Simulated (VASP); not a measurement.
Here is a VASP 6.6.1 calculation.

INCAR

```
  PREC = Accurate
  ENCUT = 520
  EDIFF = 1E-7
  ISMEAR = 0
  SIGMA = 0.05
  LREAL = False
  LASPH = True
  NELM = 80
  ALGO = Normal
  ISIF = 2
  LWAVE = False
  LCHARG = False
  GGA = PE
  NBANDS = 10
```

File KPOINTS:

```
Automatic mesh
0
Gamma
  9 9 6
```

POSCAR

```
H
1.0
    3.8401304226      0.0000000000      0.0000000000
   -1.9200652113      3.3256504998      0.0000000000
    0.0000000000      0.0000000000      5.0466615500
H
4
Direct
    0.3333333333      0.6666666667      0.1764958800
    0.6666666667      0.3333333333      0.6764958800
    0.6666666667      0.3333333333      0.8235041200
    0.3333333333      0.6666666667      0.3235041200
```

Potentials or basis: VASP PAW PBE potentials, release 64 (H).

Command:

```bash
$ cat potpaw_PBE.64/H/POTCAR > POTCAR
$ mpirun -np 1 vasp_std > vasp.out
```

Q: What does it give for the pressure?

A: 0.2 GPa.

Q: Estimate the band gap on the k mesh.

A: 9.40 eV, direct.

Q: Estimate the largest force.

A: 0.299 eV/Å.

Stress tensor (GPa, compression positive):
```
-0.11  0.00  0.00
 0.00 -0.11  0.00
 0.00  0.00  0.96
```

A k mesh can miss the band edges. PBE gaps usually lie below the measured ones, often by a third to a half.
